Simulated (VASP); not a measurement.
Write the native input for VASP 6.6.1 that does the following.

| Property | Result |
| --- | --- |
| Task | single point |
| Functional | PBEsol |
| Potentials or basis | VASP PAW PBE potentials, release 64 (Ag, Cl) |
| Cutoff | 520 eV |
| k mesh | 8 × 8 × 8 |
| Occupations | fermi-dirac, width 0.05 eV |
| Spin | no spin polarisation |
| Dipole correction | no |
| Further INCAR settings | ALGO = Normal; EDIFF = 1e-06; NBANDS = 16 |

The structure of AgCl lies in POSCAR:

```
AgCl
1.0
    0.0000000000      2.7531131106      2.7531131106
    2.7531131106      0.0000000000      2.7531131106
    2.7531131106      2.7531131106      0.0000000000
Ag Cl
1 1
Direct
    0.0000000000      0.0000000000      0.0000000000
    0.5000000000      0.5000000000      0.5000000000
```

These files were run (other wordings do the same):

INCAR

```
  PREC = Accurate
  ENCUT = 520
  EDIFF = 1E-6
  ISMEAR = -1
  SIGMA = 0.05
  LREAL = F
  LASPH = T
  NELM = 100
  ALGO = Normal
  ISIF = 2
  LWAVE = F
  LCHARG = F
  GGA = PS
  NBANDS = 16
```

KPOINTS

```
regular mesh
0
Gamma
  8 8 8
```

Potentials or basis: VASP PAW PBE potentials, release 64 (Ag, Cl).

Launch:

```console
$ cat potpaw_PBE.64/Ag/POTCAR potpaw_PBE.64/Cl/POTCAR > POTCAR
$ mpirun -np 1 vasp_std > vasp.out
```

Results of the run:

```yaml
Pressure: -1.8 GPa
Band_gap_on_the_k_mesh: 0.73 eV (least direct gap 3.11 eV)
```

Caveat: the PAW data sets were made with another functional, which shifts forces and pressure a little.

It took 29 s on 1 thread of AMD EPYC 7R43 64-Core Processor (Zen 3) (shared host), peak memory 0.14 GiB.
